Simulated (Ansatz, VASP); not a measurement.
**Two plane-wave programs on Ti4Se**

```
CELL_PARAMETERS angstrom
0.00000 3.72044 3.72044
3.72044 0.00000 3.72044
3.72044 3.72044 0.00000
ATOMIC_POSITIONS crystal
Ti 0.37583 0.87250 0.37583
Ti 0.37583 0.37583 0.37583
Ti 0.87250 0.37583 0.37583
Ti 0.37583 0.37583 0.87250
Se 0.00000 0.00000 0.00000
```

Alike in both runs: task relaxation of cell and atoms; functional PBE; k mesh 10 × 10 × 10; occupations gaussian, width 0.1 eV; no spin polarisation.

|  | VASP | Ansatz |
| --- | --- | --- |
| version | VASP 6.6.1 | Ansatz 0.2.0 |
| potentials or method | VASP PAW PBE potentials, release 64 (Ti_sv, Se), cutoff 600 eV | scalar-relativistic, plane waves, PAW |
| valence electrons in the cell | 54 | 64 |

```csv
,VASP,Ansatz,Ansatz less VASP
"gap on the k mesh at the Fermi level, each at its own relaxed structure (eV)",none,none,-
relaxed volume (Å³/atom),20.86,20.89,+0.027
relaxed cell length with the largest relative difference (Å),5.284,5.286,+0.0023
```

A gap of «none» marks a metal or a gap that the smearing closes. VASP's potentials hold 54 valence electrons a cell and Ansatz's 64, so a difference there can come from the potentials and not from the codes.
